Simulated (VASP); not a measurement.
# Si (Fd-3m) in VASP: single point with PBE

Aim: the single point of Si with PBE.

Program: VASP 6.6.1. These are calculated values, not measurements. Logs are shortened: lines on timing, memory, paths and dates and some standing lists are left out, and cuts for length are marked.

### Step 1. The cell of the first run

It takes space group Fd-3m (No. 227, cubic). Conventional cell: a = 5.469 Å, b = 5.469 Å, c = 5.469 Å, α = 90.00°, β = 90.00°, γ = 90.00°. Within 3.1 Å of Si (site symmetry -43m) lie 4 Si at 2.37 Å.

### Step 2. Single point, PBE

Input file INCAR:

```
SYSTEM = Si
ALGO = Normal ; EDIFF = 1E-6
ENCUT = 500 ; GGA = PE
GGA_COMPAT = .False. ; ISIF = 2
ISMEAR = 0 ; LASPH = .True.
LCHARG = .True. ; LELF = .True.
LREAL = .False. ; LVHAR = .True.
LWAVE = .False. ; NBANDS = 11
NELM = 120 ; PREC = Accurate
SIGMA = 0.02
```

Input file KPOINTS:

```
k-points
0
Gamma
  8 8 8
  0 0 0
```

Input file POSCAR:

```
Si
1.0
    0.0000000000      2.7344453331      2.7344453331
    2.7344453331      0.0000000000      2.7344453331
    2.7344453331      2.7344453331      0.0000000000
Si
2
Direct
    0.7500000000      0.7500000000      0.7500000000
    0.5000000000      0.5000000000      0.5000000000
```

Potentials or basis: VASP PAW PBE potentials, release 64 (Si).

On the command line:

```
cat potpaw_PBE.64/Si/POTCAR > POTCAR
mpirun -np 1 vasp_std > vasp.out
```

OUTCAR:

```text
SYSTEM = Si
   EDIFF = 1E-6
   ENCUT = 500
   GGA = PE
   ISIF = 2
   ISMEAR = 0
   LASPH = .True.
   LREAL = .False.
   NELM = 120
   PREC = Accurate

 ion  position               nearest neighbor table
   1  0.750  0.750  0.750-   2 2.37   2 2.37   2 2.37   2 2.37
   2  0.500  0.500  0.500-   1 2.37   1 2.37   1 2.37   1 2.37

  LATTYP: Found a face centered cubic cell.
 ALAT       =     5.4688906662

  Lattice vectors:

 A1 = (   0.0000000000,   2.7344453331,   2.7344453331)
 A2 = (   2.7344453331,   0.0000000000,   2.7344453331)
 A3 = (   2.7344453331,   2.7344453331,   0.0000000000)

Analysis of symmetry for initial positions (statically):
=====================================================================
 Subroutine PRICEL returns:
 Original cell was already a primitive cell.

 Routine SETGRP: Setting up the symmetry group for a
 face centered cubic supercell.

 Subroutine GETGRP returns: Found 48 space group operations
 (whereof 24 operations were pure point group operations)
 out of a pool of 48 trial point group operations.

The static configuration has the point symmetry T_d .
 The point group associated with its full space group is O_h .

Analysis of symmetry for dynamics (positions and initial velocities):
=====================================================================
 Subroutine PRICEL returns:
 Original cell was already a primitive cell.

 Routine SETGRP: Setting up the symmetry group for a
 face centered cubic supercell.

 Subroutine GETGRP returns: Found 48 space group operations
 (whereof 24 operations were pure point group operations)
 out of a pool of 48 trial point group operations.

The dynamic configuration has the point symmetry T_d .
 The point group associated with its full space group is O_h .

 Subroutine INISYM returns: Found 48 space group operations
 (whereof 24 operations are pure point group operations),
 and found     1 'primitive' translations

----------------------------------------------------------------------------------------

                                     Primitive cell

  volume of cell :      40.8919

  direct lattice vectors                    reciprocal lattice vectors
     0.000000000  2.734445333  2.734445333    -0.182852440  0.182852440  0.182852440
     2.734445333  0.000000000  2.734445333     0.182852440 -0.182852440  0.182852440
     2.734445333  2.734445333  0.000000000     0.182852440  0.182852440 -0.182852440

  length of vectors
     3.867089676  3.867089676  3.867089676     0.316709716  0.316709716  0.316709716

  position of ions in fractional coordinates (direct lattice)
     0.750000000  0.750000000  0.750000000
     0.500000000  0.500000000  0.500000000

  ion indices of the primitive-cell ions
   primitive index   ion index
                 1           1
                 2           2

----------------------------------------------------------------------------------------

 KPOINTS: k-points

Automatic generation of k-mesh.
 Grid dimensions read from file:
 generate k-points for:    8    8    8

 Generating k-lattice:

  Cartesian coordinates                     Fractional coordinates (reciprocal lattice)
    -0.022856555  0.022856555  0.022856555     0.125000000  0.000000000  0.000000000
     0.022856555 -0.022856555  0.022856555     0.000000000  0.125000000  0.000000000
     0.022856555  0.022856555 -0.022856555     0.000000000  0.000000000  0.125000000

  Length of vectors
     0.039588714  0.039588714  0.039588714

  Shift w.r.t. Gamma in fractional coordinates (k-lattice)
     0.000000000  0.000000000  0.000000000

 Subroutine IBZKPT returns following result:
 ===========================================

 Found     29 irreducible k-points:

 Following reciprocal coordinates:
            Coordinates               Weight
  0.000000  0.000000  0.000000      1.000000
  0.125000  0.000000  0.000000      8.000000
  0.250000  0.000000  0.000000      8.000000
  0.375000  0.000000  0.000000      8.000000
  0.500000  0.000000  0.000000      4.000000
  0.125000  0.125000  0.000000      6.000000
[... 16 lines left out ...]
  0.500000  0.250000  0.125000     48.000000
 -0.375000  0.250000  0.125000     24.000000
 [... further k-points ...]
   k-points           NKPTS =     29   k-points in BZ     NKDIM =     29   number of bands    NBANDS=     11
   number of dos      NEDOS =    301   number of ions     NIONS =      2
   total plane-waves  NPLWV =  21952
   dimension x,y,z NGX =    28 NGY =   28 NGZ =   28
   dimension x,y,z NGXF=    56 NGYF=   56 NGZF=   56
   ions per type =               2
   NGX,Y,Z   is equivalent  to a cutoff of  12.04, 12.04, 12.04 a.u.
   NGXF,Y,Z  is equivalent  to a cutoff of  24.07, 24.07, 24.07 a.u.
 SYSTEM =  Si
   PREC   = accura    normal or accurate (medium, high low for compatibility)
   ISTART =      0    job   : 0-new  1-cont  2-samecut
   ICHARG =      2    charge: 1-file 2-atom 10-const
   ISPIN  =      1    spin polarized calculation?
   LNONCOLLINEAR =      F non collinear calculations
   LSORBIT =      F    spin-orbit coupling
   LASPH  =      T    aspherical Exc in radial PAW
   ENCUT  =  500.0 eV  36.75 Ry    6.06 a.u.   7.05  7.05  7.05*2*pi/ulx,y,z
   NELM   =    120;   NELMIN=  2; NELMDL= -5     # of ELM steps
   EDIFF  = 0.1E-05   stopping-criterion for ELM
   LREAL  =      F    real-space projection
[... 7 lines left out ...]
   TEBEG  =    0.0;   TEEND  =   0.0 temperature during run
   PSTRESS=    0.0 pullay stress
   NELECT =       8.0000    total number of electrons
   NUPDOWN=      -1.0000    fix difference up-down
   EMIN   =  10.00;   EMAX   =-10.00  energy-range for DOS
   EFERMI =   0.00;   METHOD = LEGACY
   ISMEAR =     0;   SIGMA  =   0.02  broadening in eV -4-tet -1-fermi 0-gaus
   EFERMI_NEDOS =   21; number of points for ismear=-14 and -15
   IALGO  =     38    algorithm
   IMIX   =      4    mixing-type and parameters
     AMIX     =   0.40;   BMIX     =  1.00
     AMIX_MAG =   1.60;   BMIX_MAG =  1.00
  volume/ion in A,a.u.               =      20.45       137.98
  Fermi-wavevector in a.u.,A,eV,Ry     =   0.950369  1.795937 12.288798  0.903201
  Thomas-Fermi vector in A             =   2.078739
   LORBIT       =      0    0 simple, 1 ext, 2 COOP (PROOUT), +10 PAW based schemes
   GGA     = PE    functional components
   LHFCALC =     F    Hartree Fock is set to
   AEXX    =    0.0000 exact exchange contribution
   IVDW    =     0    specifies the selected vdW correction
   LEPSILON=     F    determine dielectric tensor
   LRPA    =     F    only Hartree local field effects (RPA)
 non-spin polarized calculation
 Gauss-broadening in eV      SIGMA  =   0.02
  energy-cutoff  :      500.00
  volume of cell :       40.89
 maximum number of plane-waves:      1056
   NGX = 15   NGY = 15   NGZ = 15

 number of electron       8.0000000 magnetization

 Free energy of the ion-electron system (eV)
  ---------------------------------------------------
  ext. energy  EPLUGINS =         0.00000000
  ---------------------------------------------------
  free energy    TOTEN  =       -10.84606733 eV

  energy without entropy =      -10.84606733  energy(sigma->0) =      -10.84606733

 E-fermi :   5.7177     XC(G=0):  -9.3263

 val. band max:        5.6164485372   @ k =   0.0000   0.0000   0.0000
 cond. band min:       6.2665683983   @ k =   0.3750   0.3750   0.0000
 fundamental gap:      0.6501198610
 Fermi energy:         5.7177053286

 k-point     1 :       0.0000    0.0000    0.0000
  band No.  band energies     occupation
      1      -6.1979      2.00000
      2       5.6164      2.00000
      3       5.6164      2.00000
      4       5.6164      2.00000
      5       8.1729      0.00000
      6       8.1729      0.00000
      7       8.1729      0.00000
      8       8.7493      0.00000
      9      13.3250      0.00000
     10      13.3250      0.00000
     11      13.4932      0.00000

 k-point     2 :       0.1250    0.0000    0.0000
  band No.  band energies     occupation
      1      -5.9974      2.00000
      2       4.0257      2.00000
      3       5.3340      2.00000
      4       5.3340      2.00000
      5       8.0591      0.00000
      6       8.5883      0.00000
      7       8.5883      0.00000
      8      10.1485      0.00000
      9      12.8521      0.00000
     10      12.8521      0.00000
     11      14.2689      0.00000

 k-point     3 :       0.2500    0.0000    0.0000
  band No.  band energies     occupation
      1      -5.4130      2.00000
      2       1.7303      2.00000
      3       4.8714      2.00000
      4       4.8714      2.00000
      5       7.5753      0.00000
      6       9.1062      0.00000
      7       9.1062      0.00000
      8      12.3669      0.00000
      9      12.8031      0.00000
     10      12.8031      0.00000
     11      14.5455      0.00000

 k-point     4 :       0.3750    0.0000    0.0000
  band No.  band energies     occupation
      1      -4.5385      2.00000
      2      -0.2540      2.00000
      3       4.5487      2.00000
      4       4.5487      2.00000
      5       7.2108      0.00000
      6       9.0691      0.00000
      7       9.0691      0.00000
      8      13.4534      0.00000
      9      14.1551      0.00000
     10      14.1551      0.00000
     11      15.1279      0.00000
[... 239 lines left out ...]
 k-point    22 :       0.3750    0.2500    0.1250
  band No.  band energies     occupation
      1      -4.8931      2.00000
      2       1.3484      2.00000
      3       2.9644      2.00000
      4       4.2163      2.00000
      5       8.0594      0.00000
      6       9.4433      0.00000
      7       9.8191      0.00000
      8      11.0571      0.00000
      9      13.3292      0.00000
     10      15.7215      0.00000
     11      16.5807      0.00000

 k-point    23 :       0.5000    0.2500    0.1250
  band No.  band energies     occupation
      1      -4.0236      2.00000
      2      -0.1712      2.00000
      3       2.3604      2.00000
      4       3.7289      2.00000
      5       8.4806      0.00000
      6       9.1461      0.00000
      7      10.5940      0.00000
      8      11.4946      0.00000
      9      14.5471      0.00000
     10      15.2430      0.00000
     11      17.5186      0.00000

 k-point    24 :      -0.3750    0.2500    0.1250
  band No.  band energies     occupation
      1      -3.3895      2.00000
      2      -1.0907      2.00000
      3       2.2291      2.00000
      4       3.5059      2.00000
      5       8.6400      0.00000
      6       8.7626      0.00000
      7      11.4631      0.00000
      8      12.6824      0.00000
      9      12.9234      0.00000
     10      16.1241      0.00000
     11      17.1695      0.00000

 [... further k-points ...]

------------------------ aborting loop because EDIFF is reached ----------------------------------------

  FORCE on cell =-STRESS in cart. coord.  units (eV):
  Direction    XX          YY          ZZ          XY          YZ          ZX
  --------------------------------------------------------------------------------------
  -------------------------------------------------------------------------------------
  Total       -0.0016235     -0.0016235     -0.0016235      0.0000000      0.0000000     -0.0000000
  in kB       -0.0636090     -0.0636090     -0.0636090      0.0000000      0.0000000     -0.0000000
  external PRESSURE =      -0.0636090 kB  Pullay stress =       0.0000000 kB

 VOLUME and BASIS-vectors are now :
 -----------------------------------------------------------------------------
  energy-cutoff  :      500.00
  volume of cell :       40.89
      direct lattice vectors                 reciprocal lattice vectors
     0.000000000  2.734445333  2.734445333    -0.182852440  0.182852440  0.182852440
     2.734445333  0.000000000  2.734445333     0.182852440 -0.182852440  0.182852440
     2.734445333  2.734445333  0.000000000     0.182852440  0.182852440 -0.182852440

 POSITION                                       TOTAL-FORCE (eV/Angst)
 -----------------------------------------------------------------------------------
      4.10167      4.10167      4.10167         0.000000      0.000000      0.000000
      2.73445      2.73445      2.73445        -0.000000     -0.000000     -0.000000
 -----------------------------------------------------------------------------------
    total drift:                                0.000000      0.000000     -0.000000

  FREE ENERGIE OF THE ION-ELECTRON SYSTEM (eV)
  ---------------------------------------------------
  free  energy   TOTEN  =       -10.8460673310 eV

  energy  without entropy=      -10.8460673310  energy(sigma->0) =      -10.84606733
```

It took 9.2 s on 1 thread of Intel Xeon Platinum 8259CL at 2.50GHz (Skylake/Cascade Lake), shared host; peak memory 0.15 GiB.

What came out:

```
Free energy            : -10.8461 eV
Pressure               : 0.0 GPa
Band gap on the k mesh : 0.65 eV, indirect (least direct gap 2.56 eV)
```
